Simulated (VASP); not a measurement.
# SnSe2 (P-3m1) in VASP: a series of runs, part 2 of 2

VASP 6.6.1. The steps go on from the part before.

## (4) Single point, PBE

This run uses another cell than the first one, of 31.37 Å³/atom.

File INCAR:

```
PREC = Accurate
ENCUT = 520
EDIFF = 1E-6
ISMEAR = 0
SIGMA = 0.02
LREAL = False
LASPH = True
NELM = 60
ALGO = Normal
ISIF = 2
LWAVE = False
LCHARG = False
GGA = PE
NBANDS = 20
```

File KPOINTS:

```
Automatic mesh
0
Gamma
  12 12 4
```

File POSCAR:

```
SnSe2
1.0
    3.8716723131      0.0000000000      0.0000000000
   -1.9358361566      3.3529665783      0.0000000000
    0.0000000000      0.0000000000      7.2499450670
Sn Se
1 2
Direct
    0.0000000000      0.0000000000      0.0000000000
    0.6666666667      0.3333333333      0.7800221002
    0.3333333333      0.6666666667      0.2199778998
```

Potentials or basis: VASP PAW PBE potentials, release 64 (Sn_d, Se).

On the command line:

```bash
$ cat potpaw_PBE.64/Sn_d/POTCAR potpaw_PBE.64/Se/POTCAR > POTCAR
$ mpirun -np 1 vasp_std > vasp.out
```

OUTCAR:

```text
PREC = Accurate
   ENCUT = 520
   EDIFF = 1E-6
   ISMEAR = 0
   LREAL = False
   LASPH = True
   NELM = 60
   ISIF = 2
   GGA = PE

 ion  position               nearest neighbor table
   1  0.000  0.000  0.000-   2 2.75   3 2.75   2 2.75   3 2.75   2 2.75   3 2.75
   2  0.667  0.333  0.780-   1 2.75   1 2.75   1 2.75
   3  0.333  0.667  0.220-   1 2.75   1 2.75   1 2.75

  LATTYP: Found a hexagonal cell.
 ALAT       =     3.8716723131
 C/A-ratio  =     1.8725616428

  Lattice vectors:

 A1 = (   3.8716723131,   0.0000000000,   0.0000000000)
 A2 = (  -1.9358361566,   3.3529665783,   0.0000000000)
 A3 = (   0.0000000000,   0.0000000000,   7.2499450670)

Analysis of symmetry for initial positions (statically):
=====================================================================
 Subroutine PRICEL returns:
 Original cell was already a primitive cell.

 Routine SETGRP: Setting up the symmetry group for a
 hexagonal supercell.

 Subroutine GETGRP returns: Found 12 space group operations
 (whereof 12 operations were pure point group operations)
 out of a pool of 24 trial point group operations.

The static configuration has the point symmetry D_3d.

Analysis of symmetry for dynamics (positions and initial velocities):
=====================================================================
 Subroutine PRICEL returns:
 Original cell was already a primitive cell.

 Routine SETGRP: Setting up the symmetry group for a
 hexagonal supercell.

 Subroutine GETGRP returns: Found 12 space group operations
 (whereof 12 operations were pure point group operations)
 out of a pool of 24 trial point group operations.

The dynamic configuration has the point symmetry D_3d.

 Subroutine INISYM returns: Found 12 space group operations
 (whereof 12 operations are pure point group operations),
 and found     1 'primitive' translations

----------------------------------------------------------------------------------------

                                     Primitive cell

  volume of cell :      94.1158

  direct lattice vectors                    reciprocal lattice vectors
     3.871672313  0.000000000  0.000000000     0.258286322  0.149121677  0.000000000
    -1.935836157  3.352966578  0.000000000     0.000000000  0.298243355  0.000000000
     0.000000000  0.000000000  7.249945067     0.000000000  0.000000000  0.137932080

  length of vectors
     3.871672313  3.871672313  7.249945067     0.298243355  0.298243355  0.137932080

  position of ions in fractional coordinates (direct lattice)
     0.000000000  0.000000000  0.000000000
     0.666666667  0.333333333  0.780022100
     0.333333333  0.666666667  0.219977900

  ion indices of the primitive-cell ions
   primitive index   ion index
                 1           1
                 2           2
                 3           3

----------------------------------------------------------------------------------------

 KPOINTS: Automatic mesh

Automatic generation of k-mesh.
 Grid dimensions read from file:
 generate k-points for:   12   12    4

 Generating k-lattice:

  Cartesian coordinates                     Fractional coordinates (reciprocal lattice)
     0.021523860  0.012426806  0.000000000     0.083333333  0.000000000  0.000000000
     0.000000000  0.024853613  0.000000000     0.000000000  0.083333333  0.000000000
     0.000000000  0.000000000  0.034483020     0.000000000  0.000000000  0.250000000

  Length of vectors
     0.024853613  0.024853613  0.034483020

  Shift w.r.t. Gamma in fractional coordinates (k-lattice)
     0.000000000  0.000000000  0.000000000

 Subroutine IBZKPT returns following result:
 ===========================================

 Found     69 irreducible k-points:

 Following reciprocal coordinates:
            Coordinates               Weight
  0.000000  0.000000  0.000000      1.000000
  0.083333  0.000000  0.000000      6.000000
  0.166667  0.000000  0.000000      6.000000
  0.250000  0.000000  0.000000      6.000000
  0.333333  0.000000  0.000000      6.000000
  0.416667  0.000000  0.000000      6.000000
[... 16 lines left out ...]
  0.166667  0.000000  0.250000      6.000000
  0.000000  0.166667  0.250000      6.000000
 [... further k-points ...]
   k-points           NKPTS =     69   k-points in BZ     NKDIM =     69   number of bands    NBANDS=     20
   number of dos      NEDOS =    301   number of ions     NIONS =      3
   total plane-waves  NPLWV =  48600
   dimension x,y,z NGX =    30 NGY =   30 NGZ =   54
   dimension x,y,z NGXF=    60 NGYF=   60 NGZF=  108
   ions per type =               1   2
   NGX,Y,Z   is equivalent  to a cutoff of  12.88, 12.88, 12.38 a.u.
   NGXF,Y,Z  is equivalent  to a cutoff of  25.76, 25.76, 24.77 a.u.
 SYSTEM =  unknown system
   PREC   = accura    normal or accurate (medium, high low for compatibility)
   ISTART =      0    job   : 0-new  1-cont  2-samecut
   ICHARG =      2    charge: 1-file 2-atom 10-const
   ISPIN  =      1    spin polarized calculation?
   LNONCOLLINEAR =      F non collinear calculations
   LSORBIT =      F    spin-orbit coupling
   LASPH  =      T    aspherical Exc in radial PAW
   ENCUT  =  520.0 eV  38.22 Ry    6.18 a.u.   7.20  7.20 13.48*2*pi/ulx,y,z
   NELM   =     60;   NELMIN=  2; NELMDL= -5     # of ELM steps
   EDIFF  = 0.1E-05   stopping-criterion for ELM
   LREAL  =      F    real-space projection
[... 7 lines left out ...]
   TEBEG  =    0.0;   TEEND  =   0.0 temperature during run
   PSTRESS=    0.0 pullay stress
   NELECT =      26.0000    total number of electrons
   NUPDOWN=      -1.0000    fix difference up-down
   EMIN   =  10.00;   EMAX   =-10.00  energy-range for DOS
   EFERMI =   0.00;   METHOD = LEGACY
   ISMEAR =     0;   SIGMA  =   0.02  broadening in eV -4-tet -1-fermi 0-gaus
   EFERMI_NEDOS =   21; number of points for ismear=-14 and -15
   IALGO  =     38    algorithm
   IMIX   =      4    mixing-type and parameters
     AMIX     =   0.40;   BMIX     =  1.00
     AMIX_MAG =   1.60;   BMIX_MAG =  1.00
  volume/ion in A,a.u.               =      31.37       211.71
  Fermi-wavevector in a.u.,A,eV,Ry     =   1.066216  2.014856 15.467322  1.136816
  Thomas-Fermi vector in A             =   2.201793
   LORBIT       =      0    0 simple, 1 ext, 2 COOP (PROOUT), +10 PAW based schemes
   GGA     = PE    functional components
   LHFCALC =     F    Hartree Fock is set to
   AEXX    =    0.0000 exact exchange contribution
   IVDW    =     0    specifies the selected vdW correction
   LEPSILON=     F    determine dielectric tensor
   LRPA    =     F    only Hartree local field effects (RPA)
 non-spin polarized calculation
 Gauss-broadening in eV      SIGMA  =   0.02
  energy-cutoff  :      520.00
  volume of cell :       94.12
 maximum number of plane-waves:      2559
 NGX is ok and might be reduce to    30
   NGX = 15   NGY = 15   NGZ = 27

 number of electron      26.0000006 magnetization

 Free energy of the ion-electron system (eV)
  ---------------------------------------------------
  ext. energy  EPLUGINS =         0.00000000
  ---------------------------------------------------
  free energy    TOTEN  =       -11.87396496 eV

  energy without entropy =      -11.87396496  energy(sigma->0) =      -11.87396496

 E-fermi :   2.3568     XC(G=0):  -8.3716

 val. band max:        2.2253265563   @ k =   0.1667   0.0000   0.0000
 cond. band min:       2.9407415786   @ k =   0.5000   0.0000   0.5000
 fundamental gap:      0.7154150223
 Fermi energy:         2.3568237905

 k-point     1 :       0.0000    0.0000    0.0000
  band No.  band energies     occupation
      1     -18.8849      2.00000
      2     -18.8849      2.00000
      3     -18.8524      2.00000
      4     -18.8434      2.00000
      5     -18.8434      2.00000
      6     -11.1086      2.00000
[... 12 lines left out ...]
     19      11.0303      0.00000
     20      11.1077      0.00000

 k-point     2 :       0.0833    0.0000    0.0000
  band No.  band energies     occupation
      1     -18.8872      2.00000
      2     -18.8826      2.00000
      3     -18.8509      2.00000
      4     -18.8449      2.00000
      5     -18.8433      2.00000
      6     -11.0454      2.00000
[... 498 lines left out ...]
 k-point    24 :       0.0000    0.1667    0.2500
  band No.  band energies     occupation
      1     -18.8940      2.00000
      2     -18.8768      2.00000
      3     -18.8499      2.00000
      4     -18.8451      2.00000
      5     -18.8425      2.00000
      6     -10.8484      2.00000
[... 12 lines left out ...]
     19      10.1713      0.00000
     20      10.7215      0.00000

 [... further k-points ...]

------------------------ aborting loop because EDIFF is reached ----------------------------------------

  FORCE on cell =-STRESS in cart. coord.  units (eV):
  Direction    XX          YY          ZZ          XY          YZ          ZX
  --------------------------------------------------------------------------------------
  -------------------------------------------------------------------------------------
  Total        0.0002946      0.0002946      0.0011396     -0.0000000      0.0000000      0.0000000
  in kB        0.0050151      0.0050151      0.0194002     -0.0000000      0.0000000      0.0000000
  external PRESSURE =       0.0098101 kB  Pullay stress =       0.0000000 kB

 VOLUME and BASIS-vectors are now :
 -----------------------------------------------------------------------------
  energy-cutoff  :      520.00
  volume of cell :       94.12
      direct lattice vectors                 reciprocal lattice vectors
     3.871672313  0.000000000  0.000000000     0.258286322  0.149121677  0.000000000
    -1.935836157  3.352966578  0.000000000     0.000000000  0.298243355  0.000000000
     0.000000000  0.000000000  7.249945067     0.000000000  0.000000000  0.137932080

 POSITION                                       TOTAL-FORCE (eV/Angst)
 -----------------------------------------------------------------------------------
      0.00000      0.00000      0.00000        -0.000000      0.000000      0.000000
      1.93584      1.11766      5.65512        -0.000000      0.000000     -0.012499
     -0.00000      2.23531      1.59483         0.000000     -0.000000      0.012499
 -----------------------------------------------------------------------------------
    total drift:                                0.000000     -0.000000     -0.000000

  FREE ENERGIE OF THE ION-ELECTRON SYSTEM (eV)
  ---------------------------------------------------
  free  energy   TOTEN  =       -11.8739649643 eV

  energy  without entropy=      -11.8739649643  energy(sigma->0) =      -11.87396496
```

OSZICAR:

```text
N       E                     dE             d eps       ncg     rms          rms(c)
DAV:   1     0.204801223257E+03    0.20480E+03   -0.11998E+04  2804   0.137E+03
DAV:   2     0.122653951250E+02   -0.19254E+03   -0.18547E+03  3004   0.365E+02
DAV:   3    -0.112682731656E+02   -0.23534E+02   -0.23046E+02  3404   0.113E+02
DAV:   4    -0.121259941071E+02   -0.85772E+00   -0.85625E+00  3312   0.233E+01
DAV:   5    -0.121481170924E+02   -0.22123E-01   -0.22122E-01  3896   0.382E+00    0.467E+00
DAV:   6    -0.118894180879E+02    0.25870E+00   -0.55352E-01  4116   0.739E+00    0.300E+00
DAV:   7    -0.118736369412E+02    0.15781E-01   -0.15081E-01  3172   0.236E+00    0.969E-01
DAV:   8    -0.118733630276E+02    0.27391E-03   -0.12639E-02  3516   0.102E+00    0.260E-01
DAV:   9    -0.118739035853E+02   -0.54056E-03   -0.14800E-03  3044   0.306E-01    0.828E-02
DAV:  10    -0.118739307356E+02   -0.27150E-04   -0.12309E-04  3492   0.776E-02    0.313E-02
DAV:  11    -0.118739653076E+02   -0.34572E-04   -0.51595E-05  2908   0.413E-02    0.104E-02
DAV:  12    -0.118739649643E+02    0.34328E-06   -0.37102E-06  3472   0.122E-02
   1 F= -.11873965E+02 E0= -.11873965E+02  d E =-.263385E-22
```

Run time: 3.2 min. Hardware: 1 thread of Intel Xeon 8259CL, shared host; peak memory 0.26 GiB.

Results:

| Item | Value |
| --- | --- |
| Free energy | -11.8740 eV |
| Pressure | 0.0 GPa |
| Largest force | 0.012 eV/Å |
| Band gap on the k mesh | 0.72 eV (least direct gap 1.07 eV) |

Forces on the atoms (eV/Å):
```
Sn   0.000  0.000  0.000
Se   0.000  0.000 -0.012
Se   0.000  0.000  0.012
```

Caveat: semilocal functionals underestimate gaps, and a narrow one can read as zero; spin-orbit coupling is left out, which moves the levels of the heavy elements; this functional lacks dispersion, which binds layers or chains, so the pressure and a relaxed spacing across them are unreliable.
